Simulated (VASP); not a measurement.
# AlRu (Pm-3m) in VASP: further runs

AlRu is run at these levels: PBE; tasks: single point.

Program: VASP 6.6.1. These are calculated values, not measurements. Logs are shortened: lines on timing, memory, paths and dates and some standing lists are left out, and cuts for length are marked.

### 1 The cell of the first run

It takes space group Pm-3m (No. 221, cubic). Conventional cell: a = 2.951 Å, b = 2.951 Å, c = 2.951 Å, α = 90.00°, β = 90.00°, γ = 90.00°. Within 3.4 Å of Al (site symmetry m-3m) lie 8 Ru at 2.56 Å and 6 Al at 2.95 Å. Ru (site symmetry m-3m) has 8 Al at 2.56 Å and 6 Ru at 2.95 Å within 3.4 Å.

### 2 Single point, PBE (volume scaled by 0.96)

INCAR

```
ALGO     = Normal         # electronic algorithm
EDIFF    = 1E-6           # SCF threshold, eV
ENCUT    = 520            # plane-wave cutoff, eV
GGA      = PE             # functional
ISIF     = 2              # what is computed and relaxed
ISMEAR   = -1             # smearing method
LASPH    = True           # aspherical terms in the spheres
LCHARG   = False          # write CHGCAR
LREAL    = False          # projectors in reciprocal space
LWAVE    = False          # write WAVECAR
NBANDS   = 16             # bands
NELM     = 60             # most SCF steps
PREC     = Accurate       # precision mode
SIGMA    = 0.05           # smearing width, eV
```

KPOINTS

```
k-points
0
Gamma
  12 12 12
```

POSCAR

```
AlRu
1.0
    2.9511680166      0.0000000000      0.0000000000
    0.0000000000      2.9511680166      0.0000000000
    0.0000000000      0.0000000000      2.9511680166
Al Ru
1 1
Direct
    0.0000000000      0.0000000000      0.0000000000
    0.5000000000      0.5000000000      0.5000000000
```

Potentials or basis: VASP PAW PBE potentials, release 64 (Al, Ru_pv).

Run with:

```bash
cat potpaw_PBE.64/Al/POTCAR potpaw_PBE.64/Ru_pv/POTCAR > POTCAR
mpirun -np 1 vasp_std > vasp.out
```

OUTCAR:

```text
EDIFF = 1E-6
   ENCUT = 520
   GGA = PE
   ISIF = 2
   ISMEAR = -1
   LASPH = True
   LREAL = False
   NELM = 60
   PREC = Accurate

 ion  position               nearest neighbor table
   1  0.000  0.000  0.000-   2 2.56   2 2.56   2 2.56   2 2.56   2 2.56   2 2.56   2 2.56   2 2.56

   2  0.500  0.500  0.500-   1 2.56   1 2.56   1 2.56   1 2.56   1 2.56   1 2.56   1 2.56   1 2.56

  LATTYP: Found a simple cubic cell.
 ALAT       =     2.9511680166

  Lattice vectors:

 A1 = (   2.9511680166,   0.0000000000,   0.0000000000)
 A2 = (   0.0000000000,   2.9511680166,   0.0000000000)
 A3 = (   0.0000000000,   0.0000000000,   2.9511680166)

Analysis of symmetry for initial positions (statically):
=====================================================================
 Subroutine PRICEL returns:
 Original cell was already a primitive cell.

 Routine SETGRP: Setting up the symmetry group for a
 simple cubic supercell.

 Subroutine GETGRP returns: Found 48 space group operations
 (whereof 48 operations were pure point group operations)
 out of a pool of 48 trial point group operations.

The static configuration has the point symmetry O_h .

Analysis of symmetry for dynamics (positions and initial velocities):
=====================================================================
 Subroutine PRICEL returns:
 Original cell was already a primitive cell.

 Routine SETGRP: Setting up the symmetry group for a
 simple cubic supercell.

 Subroutine GETGRP returns: Found 48 space group operations
 (whereof 48 operations were pure point group operations)
 out of a pool of 48 trial point group operations.

The dynamic configuration has the point symmetry O_h .

 Subroutine INISYM returns: Found 48 space group operations
 (whereof 48 operations are pure point group operations),
 and found     1 'primitive' translations

----------------------------------------------------------------------------------------

                                     Primitive cell

  volume of cell :      25.7029

  direct lattice vectors                    reciprocal lattice vectors
     2.951168017  0.000000000  0.000000000     0.338848888  0.000000000  0.000000000
     0.000000000  2.951168017  0.000000000     0.000000000  0.338848888  0.000000000
     0.000000000  0.000000000  2.951168017     0.000000000  0.000000000  0.338848888

  length of vectors
     2.951168017  2.951168017  2.951168017     0.338848888  0.338848888  0.338848888

  position of ions in fractional coordinates (direct lattice)
     0.000000000  0.000000000  0.000000000
     0.500000000  0.500000000  0.500000000

  ion indices of the primitive-cell ions
   primitive index   ion index
                 1           1
                 2           2

----------------------------------------------------------------------------------------

 KPOINTS: k-points

Automatic generation of k-mesh.
 Grid dimensions read from file:
 generate k-points for:   12   12   12

 Generating k-lattice:

  Cartesian coordinates                     Fractional coordinates (reciprocal lattice)
     0.028237407  0.000000000  0.000000000     0.083333333  0.000000000  0.000000000
     0.000000000  0.028237407  0.000000000     0.000000000  0.083333333  0.000000000
     0.000000000  0.000000000  0.028237407     0.000000000  0.000000000  0.083333333

  Length of vectors
     0.028237407  0.028237407  0.028237407

  Shift w.r.t. Gamma in fractional coordinates (k-lattice)
     0.000000000  0.000000000  0.000000000

 Subroutine IBZKPT returns following result:
 ===========================================

 Found     84 irreducible k-points:

 Following reciprocal coordinates:
            Coordinates               Weight
  0.000000  0.000000  0.000000      1.000000
  0.083333  0.000000  0.000000      6.000000
  0.166667  0.000000  0.000000      6.000000
  0.250000  0.000000  0.000000      6.000000
  0.333333  0.000000  0.000000      6.000000
  0.416667  0.000000  0.000000      6.000000
[... 16 lines left out ...]
  0.333333  0.333333  0.000000     12.000000
  0.416667  0.333333  0.000000     24.000000
 [... further k-points ...]
   k-points           NKPTS =     84   k-points in BZ     NKDIM =     84   number of bands    NBANDS=     16
   number of dos      NEDOS =    301   number of ions     NIONS =      2
   total plane-waves  NPLWV =  13824
   dimension x,y,z NGX =    24 NGY =   24 NGZ =   24
   dimension x,y,z NGXF=    48 NGYF=   48 NGZF=   48
   ions per type =               1   1
   NGX,Y,Z   is equivalent  to a cutoff of  13.52, 13.52, 13.52 a.u.
   NGXF,Y,Z  is equivalent  to a cutoff of  27.04, 27.04, 27.04 a.u.
 SYSTEM =  unknown system
   PREC   = accura    normal or accurate (medium, high low for compatibility)
   ISTART =      0    job   : 0-new  1-cont  2-samecut
   ICHARG =      2    charge: 1-file 2-atom 10-const
   ISPIN  =      1    spin polarized calculation?
   LNONCOLLINEAR =      F non collinear calculations
   LSORBIT =      F    spin-orbit coupling
   LASPH  =      T    aspherical Exc in radial PAW
   ENCUT  =  520.0 eV  38.22 Ry    6.18 a.u.   5.49  5.49  5.49*2*pi/ulx,y,z
   NELM   =     60;   NELMIN=  2; NELMDL= -5     # of ELM steps
   EDIFF  = 0.1E-05   stopping-criterion for ELM
   LREAL  =      F    real-space projection
   EDIFFG = 0.1E-04   stopping-criterion for IOM
   NSW    =      0    number of steps for IOM
   IBRION =     -1    ionic relax: 0-MD 1-quasi-New 2-CG
   NFREE  =      0    steps in history (QN), initial steepest desc. (CG)
   ISIF   =      2    stress and relaxation
   ISYM   =      2    0-nonsym 1-usesym 2-fastsym
   POTIM  = 0.5000    time-step for ionic-motion
   TEBEG  =    0.0;   TEEND  =   0.0 temperature during run
   PSTRESS=    0.0 pullay stress
   NELECT =      17.0000    total number of electrons
   NUPDOWN=      -1.0000    fix difference up-down
   EMIN   =  10.00;   EMAX   =-10.00  energy-range for DOS
   EFERMI =   0.00;   METHOD = LEGACY
   ISMEAR =    -1;   SIGMA  =   0.05  broadening in eV -4-tet -1-fermi 0-gaus
   EFERMI_NEDOS =   21; number of points for ismear=-14 and -15
   IALGO  =     38    algorithm
   IMIX   =      4    mixing-type and parameters
     AMIX     =   0.40;   BMIX     =  1.00
     AMIX_MAG =   1.60;   BMIX_MAG =  1.00
  volume/ion in A,a.u.               =      12.85        86.73
  Fermi-wavevector in a.u.,A,eV,Ry     =   1.426365  2.695438 27.681268  2.034516
  Thomas-Fermi vector in A             =   2.546649
   LORBIT       =      0    0 simple, 1 ext, 2 COOP (PROOUT), +10 PAW based schemes
   GGA     = PE    functional components
[... 5 lines left out ...]
 non-spin polarized calculation
  energy-cutoff  :      520.00
  volume of cell :       25.70
 maximum number of plane-waves:       739
 NGX is ok and might be reduce to    24
   NGX = 11   NGY = 11   NGZ = 11

 number of electron      16.9999999 magnetization

 Free energy of the ion-electron system (eV)
  ---------------------------------------------------
  ext. energy  EPLUGINS =         0.00000000
  ---------------------------------------------------
  free energy    TOTEN  =       -14.22099678 eV

  energy without entropy =      -14.20990508  energy(sigma->0) =      -14.21545093

 E-fermi :  11.2948     XC(G=0): -12.7773

 val. band max:       11.2901262583   @ k =   0.4167   0.3333   0.1667
 cond. band min:      11.3068394309   @ k =   0.2500   0.0833   0.0833
 fundamental gap:      0.0167131725
 Fermi energy:        11.2948068046

 k-point     1 :       0.0000    0.0000    0.0000
  band No.  band energies     occupation
      1     -30.4777      2.00000
      2     -30.4777      2.00000
      3     -30.4777      2.00000
      4       1.3884      2.00000
      5       7.5108      2.00000
      6       7.5108      2.00000
[... 8 lines left out ...]
     15      23.4129      0.00000
     16      27.2057      0.00000

 k-point     2 :       0.0833    0.0000    0.0000
  band No.  band energies     occupation
      1     -30.4943      2.00000
      2     -30.4763      2.00000
      3     -30.4763      2.00000
      4       1.5268      2.00000
      5       7.5603      2.00000
      6       7.5625      2.00000
[... 8 lines left out ...]
     15      23.4133      0.00000
     16      27.6250      0.00000

 k-point     3 :       0.1667    0.0000    0.0000
  band No.  band energies     occupation
      1     -30.5394      2.00000
      2     -30.4725      2.00000
      3     -30.4725      2.00000
      4       1.9324      2.00000
      5       7.6646      2.00000
      6       7.7000      2.00000
[... 8 lines left out ...]
     15      23.8822      0.00000
     16      28.9319      0.00000

 k-point     4 :       0.2500    0.0000    0.0000
  band No.  band energies     occupation
      1     -30.6006      2.00000
      2     -30.4673      2.00000
      3     -30.4673      2.00000
      4       2.5787      2.00000
      5       7.6518      2.00000
      6       7.9030      2.00000
[... 8 lines left out ...]
     15      24.4717      0.00000
     16      28.2069      0.00000

 k-point     5 :       0.3333    0.0000    0.0000
  band No.  band energies     occupation
      1     -30.6612      2.00000
      2     -30.4620      2.00000
      3     -30.4620      2.00000
      4       3.4243      2.00000
      5       7.2998      2.00000
      6       8.1224      2.00000
[... 8 lines left out ...]
     15      24.8083      0.00000
     16      26.7039      0.00000

 k-point     6 :       0.4167    0.0000    0.0000
  band No.  band energies     occupation
      1     -30.7053      2.00000
      2     -30.4582      2.00000
      3     -30.4582      2.00000
      4       4.4091      2.00000
      5       6.5460      2.00000
      6       8.2955      2.00000
[... 8 lines left out ...]
     15      24.9407      0.00000
     16      25.3336      0.00000

 k-point     7 :       0.5000    0.0000    0.0000
  band No.  band energies     occupation
      1     -30.7214      2.00000
      2     -30.4568      2.00000
      3     -30.4568      2.00000
      4       5.2639      2.00000
      5       5.7456      2.00000
      6       8.3619      2.00000
[... 8 lines left out ...]
     15      24.5700      0.00000
     16      24.5700      0.00000

 k-point     8 :       0.0833    0.0833    0.0000
  band No.  band energies     occupation
      1     -30.4936      2.00000
      2     -30.4921      2.00000
      3     -30.4749      2.00000
      4       1.6636      2.00000
      5       7.6076      2.00000
      6       7.6192      2.00000
[... 8 lines left out ...]
     15      23.4133      0.00000
     16      27.9957      0.00000

 k-point     9 :       0.1667    0.0833    0.0000
  band No.  band energies     occupation
      1     -30.5378      2.00000
      2     -30.4888      2.00000
      3     -30.4711      2.00000
      4       2.0646      2.00000
      5       7.7161      2.00000
      6       7.7594      2.00000
[... 8 lines left out ...]
     15      24.1196      0.00000
     16      29.0382      0.00000
[... 172 lines left out ...]
 k-point    19 :       0.2500    0.2500    0.0000
  band No.  band energies     occupation
      1     -30.5904      2.00000
      2     -30.5844      2.00000
      3     -30.4567      2.00000
      4       3.6099      2.00000
      5       7.7017      2.00000
      6       8.4374      2.00000
[... 8 lines left out ...]
     15      25.5708      0.00000
     16      27.1420      0.00000

 k-point    20 :       0.3333    0.2500    0.0000
  band No.  band energies     occupation
      1     -30.6468      2.00000
      2     -30.5807      2.00000
      3     -30.4515      2.00000
      4       4.2889      2.00000
      5       7.3562      2.00000
      6       8.7011      2.00000
[... 8 lines left out ...]
     15      24.4539      0.00000
     16      26.2931      0.00000

 k-point    21 :       0.4167    0.2500    0.0000
  band No.  band energies     occupation
      1     -30.6899      2.00000
      2     -30.5759      2.00000
      3     -30.4476      2.00000
      4       4.9934      2.00000
      5       6.8386      2.00000
      6       8.9157      2.00000
[... 8 lines left out ...]
     15      23.4611      0.00000
     16      25.6267      0.00000

 k-point    22 :       0.5000    0.2500    0.0000
  band No.  band energies     occupation
      1     -30.7056      2.00000
      2     -30.5742      2.00000
      3     -30.4462      2.00000
      4       5.4099      2.00000
      5       6.4866      2.00000
      6       9.0163      2.00000
[... 8 lines left out ...]
     15      23.4142      0.00000
     16      25.3455      0.00000

 k-point    23 :       0.3333    0.3333    0.0000
  band No.  band energies     occupation
      1     -30.6417      2.00000
      2     -30.6372      2.00000
      3     -30.4461      2.00000
      4       4.7521      2.00000
      5       7.2757      2.00000
      6       9.0534      2.00000
[... 8 lines left out ...]
     15      24.2164      0.00000
     16      26.4847      0.00000

 k-point    24 :       0.4167    0.3333    0.0000
  band No.  band energies     occupation
      1     -30.6821      2.00000
      2     -30.6341      2.00000
      3     -30.4422      2.00000
      4       5.0976      2.00000
      5       7.2211      2.00000
      6       9.3118      2.00000
[... 8 lines left out ...]
     15      23.9628      0.00000
     16      26.8930      0.00000

 [... further k-points ...]
[... 5 lines left out ...]
  --------------------------------------------------------------------------------------
  -------------------------------------------------------------------------------------
  Total        1.9313601      1.9313601      1.9313601     -0.0000000      0.0000000     -0.0000000
  in kB      120.3904485    120.3904485    120.3904485     -0.0000000      0.0000000     -0.0000000
  external PRESSURE =     120.3904485 kB  Pullay stress =       0.0000000 kB

 VOLUME and BASIS-vectors are now :
 -----------------------------------------------------------------------------
  energy-cutoff  :      520.00
  volume of cell :       25.70
      direct lattice vectors                 reciprocal lattice vectors
     2.951168017  0.000000000  0.000000000     0.338848888  0.000000000  0.000000000
     0.000000000  2.951168017  0.000000000     0.000000000  0.338848888  0.000000000
     0.000000000  0.000000000  2.951168017     0.000000000  0.000000000  0.338848888

 POSITION                                       TOTAL-FORCE (eV/Angst)
 -----------------------------------------------------------------------------------
      0.00000      0.00000      0.00000         0.000000      0.000000      0.000000
      1.47558      1.47558      1.47558         0.000000      0.000000      0.000000
 -----------------------------------------------------------------------------------
    total drift:                                0.000000     -0.000000     -0.000000

  FREE ENERGIE OF THE ION-ELECTRON SYSTEM (eV)
  ---------------------------------------------------
  free  energy   TOTEN  =       -14.2209967786 eV

  energy  without entropy=      -14.2099050836  energy(sigma->0) =      -14.21545093
```

Run time: 9 s. Hardware: 1 thread of Intel Xeon 6975P-C (Granite Rapids), shared host; peak memory 0.16 GiB.

Results:

```yaml
Free_energy: -14.2210 eV
Pressure: 12.0 GPa
```

Levels at points of the mesh, in eV from the Fermi level:
| k point | band 6 | band 7 | band 8 | band 9 | band 10 | band 11 | band 12 | band 13 |
| --- | --- | --- | --- | --- | --- | --- | --- | --- |
| (0.00, 0.00, 0.00) | -3.78 | 0.20 | 0.20 | 0.20 | 6.29 | 6.29 | 6.29 | 11.23 |
| (0.50, 0.00, 0.00) | -2.93 | -1.69 | -1.69 | 0.47 | 2.46 | 7.43 | 11.26 | 11.26 |
| (0.50, 0.50, 0.00) | -1.38 | -1.38 | -1.24 | -1.24 | 1.65 | 5.60 | 6.67 | 10.93 |
| (0.50, 0.50, 0.50) | -4.86 | 1.75 | 1.75 | 2.84 | 4.25 | 4.25 | 4.25 | 8.93 |

### 3 Single point, PBE (volume scaled by 0.98)

INCAR

```
SYSTEM = AlRu
ALGO = Normal
EDIFF = 1E-7
ENCUT = 520
GGA = PE
ISIF = 2
ISMEAR = -1
LASPH = .True.
LCHARG = .False.
LREAL = .False.
LWAVE = .False.
NBANDS = 16
NELM = 60
PREC = Accurate
SIGMA = 0.05
```

KPOINTS

```
k-points
0
Gamma
  12 12 12
  0 0 0
```

POSCAR

```
AlRu
1.0
    2.9715215427      0.0000000000      0.0000000000
    0.0000000000      2.9715215427      0.0000000000
    0.0000000000      0.0000000000      2.9715215427
Al Ru
1 1
Direct
    0.0000000000      0.0000000000      0.0000000000
    0.5000000000      0.5000000000      0.5000000000
```

Potentials or basis: VASP PAW PBE potentials, release 64 (Al, Ru_pv).

Run with:

```bash
cat potpaw_PBE.64/Al/POTCAR potpaw_PBE.64/Ru_pv/POTCAR > POTCAR
mpirun -np 1 vasp_std > vasp.out
```

Wall time 11 s (1 thread of Intel Xeon 6975P-C (Granite Rapids), shared host); peak memory 0.16 GiB.

Results (log left out):

```
Free energy : -14.2529 eV
Pressure    : 7.0 GPa
```

Levels at points of the mesh, in eV from the Fermi level:
| k point | band 5 | band 6 | band 7 | band 8 | band 9 | band 10 | band 11 | band 12 | band 13 | band 14 |
| --- | --- | --- | --- | --- | --- | --- | --- | --- | --- | --- |
| (0.00, 0.00, 0.00) | -3.67 | -3.67 | 0.19 | 0.19 | 0.19 | 6.19 | 6.19 | 6.19 | 11.11 | 11.11 |
| (0.50, 0.00, 0.00) | -5.51 | -2.84 | -1.64 | -1.64 | 0.45 | 2.38 | 7.45 | 11.15 | 11.15 | 12.12 |
| (0.50, 0.50, 0.00) | -3.13 | -1.37 | -1.37 | -1.20 | -1.20 | 1.60 | 5.46 | 6.45 | 10.76 | 12.12 |
| (0.50, 0.50, 0.50) | -4.74 | -4.74 | 1.69 | 1.69 | 2.71 | 4.20 | 4.20 | 4.20 | 8.73 | 8.73 |
